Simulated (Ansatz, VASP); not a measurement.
One calculation of BeTe, two programs

```
Be Te
1.0
     0.00000    2.81000    2.81000
     2.81000    0.00000    2.81000
     2.81000    2.81000    0.00000
Be Te
1 1
Direct
  0.00000 0.00000 0.00000
  0.25000 0.25000 0.25000
```

Alike in both runs: task single point; functional PBE; dispersion D3(BJ); k mesh 6 × 6 × 6; occupations gaussian, width 0.1 eV; no spin polarisation.

|  | VASP | Ansatz |
| --- | --- | --- |
| version | VASP 6.6.1 | Ansatz 0.2.0 |
| potentials or method | VASP PAW PBE potentials, release 64 (Be, Te), cutoff 600 eV | scalar-relativistic, plane waves, PAW |
| valence electrons in the cell | 8 | 18 |

```csv
,VASP,Ansatz,Ansatz less VASP
gap on the k mesh at the Fermi level (eV),1.96,1.97,+0.014
least direct gap on the mesh (eV),3.60,3.62,+0.019
pressure (GPa),-1.0,-1.2,-0.15
```

VASP's potentials hold 8 valence electrons a cell and Ansatz's 18, so a difference there can come from the potentials and not from the codes.

Neither program's run includes spin-orbit coupling.
